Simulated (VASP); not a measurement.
# CdSe (P6_3mc) in VASP: dielectric tensor with PBE

Aim: the dielectric tensor of CdSe with PBE.

All numbers are computed with VASP 6.6.1; they aren't measurements. Logs are shortened: lines on timing, memory, paths and dates and some standing lists are left out, and cuts for length are marked.

## 1. The cell of the first run

The structure is hexagonal, space group P6_3mc (No. 186). Conventional cell: a = 4.339 Å, b = 4.339 Å, c = 14.159 Å, α = 90.00°, β = 90.00°, γ = 120.00°. Within 3.5 Å of Cd (site symmetry 3m) lie 4 Se at 2.65 to 2.66 Å. Cd (site symmetry 3m) has 4 Se at 2.66 Å within 3.5 Å. Within 3.5 Å of Se (site symmetry 3m) lie 4 Cd at 2.66 Å. Se (site symmetry 3m) has 4 Cd at 2.65 to 2.66 Å within 3.5 Å.

## 2. Dielectric tensor, PBE

INCAR reads:

```
PREC = Accurate
ENCUT = 400
EDIFF = 1E-8
ISMEAR = 0
SIGMA = 0.01
LREAL = False
LASPH = True
NELM = 120
ALGO = Normal
ISIF = 2
LWAVE = False
LCHARG = False
GGA = PE
LEPSILON = True
GGA_COMPAT = False
```

KPOINTS reads:

```
Automatic mesh
0
Gamma
  6 6 2
```

POSCAR reads:

```
CdSe
1.0
    4.3392846135      0.0000000000      0.0000000000
   -2.1696423067      3.7579307095      0.0000000000
    0.0000000000      0.0000000000     14.1586988435
Cd Se
4 4
Direct
    0.0000000000      0.0000000000     -0.0002015644
    0.3333333333      0.6666666667      0.2499621344
    0.0000000000      0.0000000000      0.4997984356
    0.6666666667      0.3333333333      0.7499621344
    0.0000000000      0.0000000000      0.1874999890
    0.3333333333      0.6666666667      0.4377394409
    0.0000000000      0.0000000000      0.6874999890
    0.6666666667      0.3333333333      0.9377394409
```

Potentials or basis: VASP PAW PBE potentials, release 64 (Cd, Se).

Run with:

```sh
> cat potpaw_PBE.64/Cd/POTCAR potpaw_PBE.64/Se/POTCAR > POTCAR
> mpirun -np 1 vasp_std > vasp.out
```

OUTCAR:

```text
PREC = Accurate
   ENCUT = 400
   EDIFF = 1E-8
   ISMEAR = 0
   LREAL = False
   LASPH = True
   NELM = 120
   ISIF = 2
   GGA = PE
   LEPSILON = True

 ion  position               nearest neighbor table
   1  0.000  0.000  1.000-   8 2.65   8 2.65   8 2.65   5 2.66
   2  0.333  0.667  0.250-   5 2.66   5 2.66   5 2.66   6 2.66
   3  0.000  0.000  0.500-   6 2.65   6 2.65   6 2.65   7 2.66
   4  0.667  0.333  0.750-   7 2.66   7 2.66   7 2.66   8 2.66
   5  0.000  0.000  0.187-   2 2.66   2 2.66   2 2.66   1 2.66
   6  0.333  0.667  0.438-   3 2.65   3 2.65   3 2.65   2 2.66
   7  0.000  0.000  0.687-   4 2.66   4 2.66   4 2.66   3 2.66
   8  0.667  0.333  0.938-   1 2.65   1 2.65   1 2.65   4 2.66

  LATTYP: Found a hexagonal cell.
 ALAT       =     4.3392846135
 C/A-ratio  =     3.2629108493

  Lattice vectors:

 A1 = (   4.3392846135,   0.0000000000,   0.0000000000)
 A2 = (  -2.1696423067,   3.7579307095,   0.0000000000)
 A3 = (   0.0000000000,   0.0000000000,  14.1586988435)

Analysis of symmetry for initial positions (statically):
=====================================================================
 Subroutine PRICEL returns:
 Original cell was already a primitive cell.

 Routine SETGRP: Setting up the symmetry group for a
 hexagonal supercell.

 Subroutine GETGRP returns: Found 12 space group operations
 (whereof  6 operations were pure point group operations)
 out of a pool of 24 trial point group operations.

The static configuration has the point symmetry C_3v.
 The point group associated with its full space group is C_6v.

Analysis of symmetry for dynamics (positions and initial velocities):
=====================================================================
 Subroutine PRICEL returns:
 Original cell was already a primitive cell.

 Routine SETGRP: Setting up the symmetry group for a
 hexagonal supercell.

 Subroutine GETGRP returns: Found 12 space group operations
 (whereof  6 operations were pure point group operations)
 out of a pool of 24 trial point group operations.

The dynamic configuration has the point symmetry C_3v.
 The point group associated with its full space group is C_6v.

 Subroutine INISYM returns: Found 12 space group operations
 (whereof  6 operations are pure point group operations),
 and found     1 'primitive' translations

----------------------------------------------------------------------------------------

                                     Primitive cell

  volume of cell :     230.8821

  direct lattice vectors                    reciprocal lattice vectors
     4.339284614  0.000000000  0.000000000     0.230452733  0.133051948  0.000000000
    -2.169642307  3.757930710  0.000000000     0.000000000  0.266103895  0.000000000
     0.000000000  0.000000000 14.158698843     0.000000000  0.000000000  0.070627959

  length of vectors
     4.339284614  4.339284613 14.158698843     0.266103895  0.266103895  0.070627959

  position of ions in fractional coordinates (direct lattice)
     0.000000000  0.000000000  0.999798436
     0.333333333  0.666666667  0.249962134
     0.000000000  0.000000000  0.499798436
     0.666666667  0.333333333  0.749962134
     0.000000000  0.000000000  0.187499989
     0.333333333  0.666666667  0.437739441
     0.000000000  0.000000000  0.687499989
     0.666666667  0.333333333  0.937739441

  ion indices of the primitive-cell ions
   primitive index   ion index
                 1           1
                 2           2
                 3           3
                 4           4
                 5           5
                 6           6
                 7           7
                 8           8

----------------------------------------------------------------------------------------

 KPOINTS: Automatic mesh

Automatic generation of k-mesh.
 Grid dimensions read from file:
 generate k-points for:    6    6    2

 Generating k-lattice:

  Cartesian coordinates                     Fractional coordinates (reciprocal lattice)
     0.038408789  0.022175325  0.000000000     0.166666667  0.000000000  0.000000000
     0.000000000  0.044350649  0.000000000     0.000000000  0.166666667  0.000000000
     0.000000000  0.000000000  0.035313979     0.000000000  0.000000000  0.500000000

[... 55 lines left out ...]
   PSTRESS=    0.0 pullay stress
   NELECT =      72.0000    total number of electrons
   NUPDOWN=      -1.0000    fix difference up-down
   EMIN   =  10.00;   EMAX   =-10.00  energy-range for DOS
   EFERMI =   0.00;   METHOD = LEGACY
   ISMEAR =     0;   SIGMA  =   0.01  broadening in eV -4-tet -1-fermi 0-gaus
   EFERMI_NEDOS =   21; number of points for ismear=-14 and -15
   IALGO  =     38    algorithm
   IMIX   =      4    mixing-type and parameters
     AMIX     =   0.40;   BMIX     =  1.00
     AMIX_MAG =   1.60;   BMIX_MAG =  1.00
  volume/ion in A,a.u.               =      28.86       194.76
  Fermi-wavevector in a.u.,A,eV,Ry     =   1.110169  2.097914 16.768829  1.232474
  Thomas-Fermi vector in A             =   2.246717
   LORBIT       =      0    0 simple, 1 ext, 2 COOP (PROOUT), +10 PAW based schemes
   GGA     = PE    functional components
   LHFCALC =     F    Hartree Fock is set to
   AEXX    =    0.0000 exact exchange contribution
   IVDW    =     0    specifies the selected vdW correction
   LEPSILON=     T    determine dielectric tensor
   LRPA    =     F    only Hartree local field effects (RPA)
 non-spin polarized calculation
 Gauss-broadening in eV      SIGMA  =   0.01
  energy-cutoff  :      400.00
  volume of cell :      230.88
 maximum number of plane-waves:      4230
   NGX = 15   NGY = 15   NGZ = 47

--------------------------------------- Ionic step        1  -------------------------------------------

 number of electron      71.9999999 magnetization

 E-fermi :   0.8451     XC(G=0):  -8.7654

 val. band max:        0.7447210034   @ k =   0.0000   0.0000   0.0000
 cond. band min:       1.3242379909   @ k =   0.0000   0.0000   0.0000
 fundamental gap:      0.5795169874
 Fermi energy:         0.8451387239

 k-point     1 :       0.0000    0.0000    0.0000
  band No.  band energies     occupation
      1     -11.7109      2.00000
      2     -11.5354      2.00000
      3     -11.5336      2.00000
      4     -11.3578      2.00000
      5      -7.1025      2.00000
      6      -7.0996      2.00000
[... 633 lines left out ...]
     42       5.9569      0.00000
     43       6.8506      0.00000

  FORCE on cell =-STRESS in cart. coord.  units (eV):
  Direction    XX          YY          ZZ          XY          YZ          ZX
  --------------------------------------------------------------------------------------
  -------------------------------------------------------------------------------------
  Total        1.9466118      1.9466118      1.9772416      0.0000000      0.0000000      0.0000000
  in kB       13.5082685     13.5082685     13.7208199      0.0000000      0.0000000      0.0000000
  external PRESSURE =      13.5791190 kB  Pullay stress =       0.0000000 kB

 VOLUME and BASIS-vectors are now :
 -----------------------------------------------------------------------------
  energy-cutoff  :      400.00
  volume of cell :      230.88
      direct lattice vectors                 reciprocal lattice vectors
     4.339284614  0.000000000  0.000000000     0.230452733  0.133051948  0.000000000
    -2.169642307  3.757930710  0.000000000     0.000000000  0.266103895  0.000000000
     0.000000000  0.000000000 14.158698843     0.000000000  0.000000000  0.070627959

 POSITION                                       TOTAL-FORCE (eV/Angst)
 -----------------------------------------------------------------------------------
      0.00000      0.00000     14.15584        -0.000000      0.000000      0.004459
     -0.00000      2.50529      3.53914        -0.000000      0.000000     -0.001994
      0.00000      0.00000      7.07650         0.000000     -0.000000      0.004459
      2.16964      1.25264     10.61849         0.000000     -0.000000     -0.001994
      0.00000      0.00000      2.65476         0.000000     -0.000000     -0.003687
     -0.00000      2.50529      6.19782        -0.000000      0.000000      0.001222
      0.00000      0.00000      9.73411        -0.000000      0.000000     -0.003687
      2.16964      1.25264     13.27717         0.000000      0.000000      0.001222
 -----------------------------------------------------------------------------------
    total drift:                               -0.000000     -0.000000     -0.000230

  FREE ENERGIE OF THE ION-ELECTRON SYSTEM (eV)
  ---------------------------------------------------
  free  energy   TOTEN  =       -21.9320187635 eV

  energy  without entropy=      -21.9320187635  energy(sigma->0) =      -21.93201876

 HEAD OF MICROSCOPIC STATIC DIELECTRIC TENSOR (INDEPENDENT PARTICLE, excluding Hartree and local field effects)
 ------------------------------------------------------
          15.474120     0.000000     0.000000
           0.000000    15.474120     0.000000
           0.000000     0.000000    14.660075
 ------------------------------------------------------

 Free energy of the ion-electron system (eV)
  ---------------------------------------------------
  ---------------------------------------------------
  free energy    TOTEN  =        -9.50073817 eV

  energy without entropy =       -9.50073817

------------------------ aborting loop because EDIFF is reached ----------------------------------------

--------------------------------------- Ionic step        2  -------------------------------------------

------------------------ aborting loop because EDIFF is reached ----------------------------------------

--------------------------------------- Ionic step        3  -------------------------------------------

 Free energy of the ion-electron system (eV)
  ---------------------------------------------------
  ---------------------------------------------------
  free energy    TOTEN  =        -8.96519351 eV

  energy without entropy =       -8.96519351

------------------------ aborting loop because EDIFF is reached ----------------------------------------

 PIEZOELECTRIC TENSOR FIELD DIRECTION 3  (e Angst)
 -----------------------------------------------------------------------------
     6.15832  0.00000  0.00000           ( -0.07696 -0.00000  0.00000)
     0.00000  6.15832 -0.00000           ( -0.00000 -0.07696  0.00000)
    -0.00000  0.00000-12.53837           (  0.00000  0.00000  0.16071)

 PIEZOELECTRIC TENSOR FIELD DIRECTION 3  (C/m^2)
 -----------------------------------------------------------------------------
     0.42735  0.00000  0.00000
     0.00000  0.42735 -0.00000
    -0.00000  0.00000 -0.87008

 MACROSCOPIC STATIC DIELECTRIC TENSOR (including local field effects in DFT)
 ------------------------------------------------------
          15.209468     0.000000     0.000000
           0.000000    15.209468     0.000000
          -0.000000     0.000000    14.403312
 ------------------------------------------------------

 PIEZOELECTRIC TENSOR (including local field effects)  for field in x, y, z        (e  Angst)
          XX          YY          ZZ          XY          YZ          ZX
  --------------------------------------------------------------------------------
  x    -0.00000     0.00000     0.00000     0.00000     0.00000     6.47929
  y    -0.00000     0.00000    -0.00000     0.00000     6.47928     0.00000
  z     6.15832     6.15832   -12.53837     0.00000     0.00000     0.00000

 PIEZOELECTRIC TENSOR (including local field effects)  for field in x, y, z        (C/m^2)
          XX          YY          ZZ          XY          YZ          ZX
  --------------------------------------------------------------------------------
  x    -0.00000     0.00000     0.00000     0.00000     0.00000     0.44962
  y    -0.00000     0.00000    -0.00000     0.00000     0.44962     0.00000
  z     0.42735     0.42735    -0.87008     0.00000     0.00000     0.00000

 BORN EFFECTIVE CHARGES (including local field effects) (in |e|, cummulative output)
 ---------------------------------------------------------------------------------
 ion    1
    1     2.43355     0.00000     0.00000
    2     0.00000     2.43355     0.00000
    3    -0.00000     0.00000     2.48621
 ion    2
    1     2.45781     0.00000    -0.00000
    2     0.00000     2.45781    -0.00000
    3    -0.00000     0.00000     2.42358
 ion    3
    1     2.43355     0.00000     0.00000
    2     0.00000     2.43355     0.00000
    3     0.00000     0.00000     2.48621
 ion    4
    1     2.45781     0.00000     0.00000
    2     0.00000     2.45781     0.00000
    3     0.00000     0.00000     2.42358
 ion    5
    1    -2.43798    -0.00000     0.00000
    2    -0.00000    -2.43798    -0.00000
    3     0.00000    -0.00000    -2.46986
 ion    6
    1    -2.45338    -0.00000     0.00000
    2    -0.00000    -2.45338    -0.00000
    3     0.00000     0.00000    -2.43993
 ion    7
    1    -2.43798    -0.00000     0.00000
    2    -0.00000    -2.43798     0.00000
    3    -0.00000     0.00000    -2.46986
 ion    8
    1    -2.45338    -0.00000    -0.00000
    2    -0.00000    -2.45338     0.00000
    3    -0.00000     0.00000    -2.43993
```

Run time: 29 min. Hardware: 1 thread of Oxide Virtual Turin-like, shared host; peak memory 0.52 GiB.

Results:

| Property | Result |
| --- | --- |
| Band gap on the k mesh | 0.58 eV |
| Electronic dielectric tensor (diagonal) | 15.21, 15.21, 14.40 |
| Born charges (mean of the diagonal) | Cd +2.45; Se -2.45 e |

Levels at points of the mesh, in eV from the valence-band top:
```csv
k point,band 33,band 34,band 35,band 36,band 37,band 38,band 39,band 40
"(0.00, 0.00, 0.00)",-0.38,-0.02,0.00,0.00,0.58,2.20,2.26,2.37
"(0.50, 0.00, 0.00)",-1.28,-1.27,-0.88,-0.72,2.52,2.85,3.40,3.72
"(0.00, 0.00, 0.50)",-0.12,-0.12,-0.12,-0.12,1.60,1.60,2.32,2.32
"(0.50, 0.00, 0.50)",-1.20,-1.20,-0.90,-0.90,2.94,2.94,3.43,3.43
```

Electronic dielectric tensor:
```
15.21  0.00  0.00
 0.00 15.21  0.00
 0.00  0.00 14.40
```

Born effective charge tensors (e):
atom 1, Cd
```
2.43 0.00 0.00
0.00 2.43 0.00
0.00 0.00 2.49
```
atom 2, Cd
```
2.46 0.00 0.00
0.00 2.46 0.00
0.00 0.00 2.42
```
atom 3, Cd
```
2.43 0.00 0.00
0.00 2.43 0.00
0.00 0.00 2.49
```
atom 4, Cd
```
2.46 0.00 0.00
0.00 2.46 0.00
0.00 0.00 2.42
```
atom 5, Se
```
-2.44  0.00  0.00
 0.00 -2.44  0.00
 0.00  0.00 -2.47
```
atom 6, Se
```
-2.45  0.00  0.00
 0.00 -2.45  0.00
 0.00  0.00 -2.44
```
atom 7, Se
```
-2.44  0.00  0.00
 0.00 -2.44  0.00
 0.00  0.00 -2.47
```
atom 8, Se
```
-2.45  0.00  0.00
 0.00 -2.45  0.00
 0.00  0.00 -2.44
```

Caveat: the gap is small at this level, which inflates the dielectric constant; semilocal functionals underestimate gaps, and a narrow one can read as zero.
